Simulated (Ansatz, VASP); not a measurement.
**One calculation of Li2Si3, two programs**

File INCAR:

```
PREC = Accurate
ENCUT = 600
EDIFF = 1E-6
ISMEAR = 0
SIGMA = 0.1
LREAL = F
LASPH = T
NELM = 100
ALGO = Fast
ISIF = 3
LWAVE = F
LCHARG = F
GGA = PE
IBRION = 2
NSW = 100
EDIFFG = -0.01
```

File KPOINTS:

```
Automatic mesh
0
Gamma
  12 12 8
```

Contents of POSCAR:

```
Li2Si3
1.0
    4.0679816847      0.0000000000      0.0000000000
   -2.0339908424      3.5229754811      0.0000000000
    0.0000000000      0.0000000000      5.0304602321
Li Si
2 3
Direct
    0.3333333333      0.6666666667      0.1444791664
    0.6666666667      0.3333333333      0.8555208336
    0.0000000000      0.0000000000      0.0000000000
    0.3333333333      0.6666666667      0.6346269790
    0.6666666667      0.3333333333      0.3653730210
```

Input for Ansatz:

```yaml
crystal:
  lattice:
    - [4.0679816847, 0.0, 0.0]
    - [-2.0339908424, 3.5229754811, 0.0]
    - [0.0, 0.0, 5.0304602321]
  atoms:
    - { symbol: Li, position: [0.3333333333, 0.6666666667, 0.1444791664] }
    - { symbol: Li, position: [0.6666666667, 0.3333333333, 0.8555208336] }
    - { symbol: Si, position: [0.0, 0.0, 0.0] }
    - { symbol: Si, position: [0.3333333333, 0.6666666667, 0.634626979] }
    - { symbol: Si, position: [0.6666666667, 0.3333333333, 0.365373021] }
basis:
  ecutwfc: 420
kpoints:
  mp_grid: { grid: [12, 12, 8] }
hamiltonian:
  xc: pbe
scf:
  occupations: { method: gaussian, width: 0.1 }
output:
  forces: true
  stress: true
  eigenvalues: true
relax:
  adjacent_minimum: "off"
  f_tol: 0.01
  max_steps: 80
  cell: { stress_tol: 0.05 }
```

Alike in both runs: task relaxation of cell and atoms; functional PBE; k mesh 12 × 12 × 8; occupations gaussian, width 0.1 eV; no spin polarisation.

|  | VASP | Ansatz |
| --- | --- | --- |
| version | VASP 6.6.1 | Ansatz 0.2.0 |
| potentials or method | VASP PAW PBE potentials, release 64 (Li_sv, Si), cutoff 600 eV | scalar-relativistic, plane waves, PAW |
| valence electrons in the cell | 18 | 18 |

|  | VASP | Ansatz | Ansatz less VASP |
| --- | --- | --- | --- |
| gap on the k mesh at the Fermi level, each at its own relaxed structure (eV) | none | none | - |
| relaxed volume (Å³/atom) | 14.43 | 14.43 | -0.001 |
| relaxed length of the cell vector where the two differ most in proportion (Å) | 5.034 | 5.033 | -0.0007 |

A gap of «none» marks a metal or a gap that the smearing closes.

Noted on VASP's run: the cutoff is under 1.25 times that of the potentials, so the pressure is a little rough.
